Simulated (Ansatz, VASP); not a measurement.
# One calculation of GaP, two programs

File INCAR:

```
PREC = Accurate
ENCUT = 520
EDIFF = 1E-7
ISMEAR = 0
SIGMA = 0.1
LREAL = False
LASPH = True
NELM = 60
ALGO = Normal
ISIF = 2
LWAVE = False
LCHARG = True
GGA = PS
LELF = True
LVHAR = True
NBANDS = 16
```

The input KPOINTS:

```
regular mesh
0
Gamma
  6 6 6
```

The input POSCAR:

```
GaP
1.0
    0.0000000000      2.7258124900      2.7258124900
    2.7258124900      0.0000000000      2.7258124900
    2.7258124900      2.7258124900      0.0000000000
Ga P
1 1
Direct
    0.0000000000      0.0000000000      0.0000000000
    0.7500000000      0.7500000000      0.7500000000
```

Input for Ansatz:

```yaml
crystal:
  lattice:
    - [0.0, 2.72581249, 2.72581249]
    - [2.72581249, 0.0, 2.72581249]
    - [2.72581249, 2.72581249, 0.0]
  atoms:
    - { symbol: Ga, position: [0.0, 0.0, 0.0] }
    - { symbol: P, position: [0.75, 0.75, 0.75] }
basis:
  ecutwfc: 420
kpoints:
  mp_grid: { grid: [6, 6, 6] }
hamiltonian:
  xc: pbesol
  pseudopotentials: { kind: paw, azcp: { folder: soft_1 } }
scf:
  occupations: { method: gaussian, width: 0.1 }
output:
  forces: true
  stress: true
  eigenvalues: true
```

Alike in both runs: task single point; functional PBEsol; k mesh 6 × 6 × 6; occupations gaussian, width 0.1 eV; no spin polarisation.

|  | VASP | Ansatz |
| --- | --- | --- |
| version | VASP 6.6.1 | Ansatz 0.2.0 |
| potentials or method | VASP PAW PBE potentials, release 64 (Ga_d, P), cutoff 520 eV | scalar-relativistic, plane waves, PAW |
| valence electrons in the cell | 18 | 18 |

|  | VASP | Ansatz | Ansatz less VASP |
| --- | --- | --- | --- |
| gap on the k mesh at the Fermi level (eV) | 1.51 | 1.51 | -0.003 |
| least direct gap on the mesh (eV) | 1.74 | 1.74 | -0.006 |
| pressure (GPa) | -0.6 | -0.6 | +0.07 |

VASP's potentials were made for PBE, not for PBEsol, and Ansatz warns of the same on its side. With one functional, cell and mesh, what is left measures potentials, basis and numerics.
